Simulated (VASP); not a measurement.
# Ag: single point with PBE+D4

Crystal: Ag.

```
CELL_PARAMETERS angstrom
2.89540 0.00000 0.00000
-1.44770 2.50749 0.00000
0.00000 0.00000 4.70685
ATOMIC_POSITIONS crystal
Ag 0.66667 0.33333 0.75000
Ag 0.33333 0.66667 0.25000
```

This isn't the form of Ag at room conditions, which is fcc.

| Property | Result |
| --- | --- |
| Program | VASP 6.6.1 |
| Task | single point |
| Functional | PBE |
| Dispersion | D4 |
| Potentials or basis | VASP PAW PBE potentials, release 64 (Ag) |
| Cutoff | 520 eV |
| k mesh | 10 × 10 × 6 |
| Occupations | fermi-dirac, width 0.05 eV |
| Spin | no spin polarisation |

| Quantity | Value |
| --- | --- |
| Pressure | -0.2 GPa |
| Band gap on the k mesh | zero (bands 11 and 12 overlap by 6.54 eV) |
| Dispersion energy per atom | -0.566 eV |

Levels at points of the mesh, in eV from the Fermi level:
```csv
k point,band 9,band 10,band 11,band 12,band 13,band 14
"(0.00, 0.00, 0.00)",-4.13,-3.10,-3.10,-0.35,3.65,15.62
"(0.50, 0.00, 0.00)",-2.91,-2.84,0.10,1.53,6.92,7.17
"(0.00, 0.00, 0.50)",-3.42,-3.42,-3.42,-3.42,11.24,11.24
"(0.50, 0.00, 0.50)",-2.89,-2.89,0.76,0.76,4.58,4.58
```

Wall time 43 s on 1 thread of Intel Xeon 8259CL, on a shared host, peak memory 0.17 GiB.
